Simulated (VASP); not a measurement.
**P: single point with PBE**

The system is P.

```
CELL_PARAMETERS angstrom
1.98490 0.00000 0.00000
0.00000 1.98490 0.00000
0.00000 0.00000 1.98490
ATOMIC_POSITIONS crystal
P 0.00000 0.00000 0.00000
```

```json
{
  "Program": "VASP 6.6.1",
  "Task": "single point",
  "Functional": "PBE",
  "Potentials or basis": "VASP PAW PBE potentials, release 64 (P)",
  "Cutoff": "520 eV",
  "k mesh": "19 × 19 × 19",
  "Occupations": "fermi-dirac, width 0.1 eV",
  "Spin": "no spin polarisation",
  "Dipole correction": "no",
  "Further INCAR settings": "ALGO = Normal; EDIFF = 1e-06; NBANDS = 8"
}
```

| Quantity | Value |
| --- | --- |
| Pressure | 267.1 GPa |

Levels at points of the mesh, in eV from the Fermi level:
```tsv
k point	band 1	band 2	band 3	band 4	band 5	band 6
(0.00, 0.00, 0.00)	-23.88	6.17	6.17	10.02	10.02	10.02
```

Wall time 3.9 s on 1 thread of Intel Xeon 6975P-C, on a shared host, peak memory 0.12 GiB.
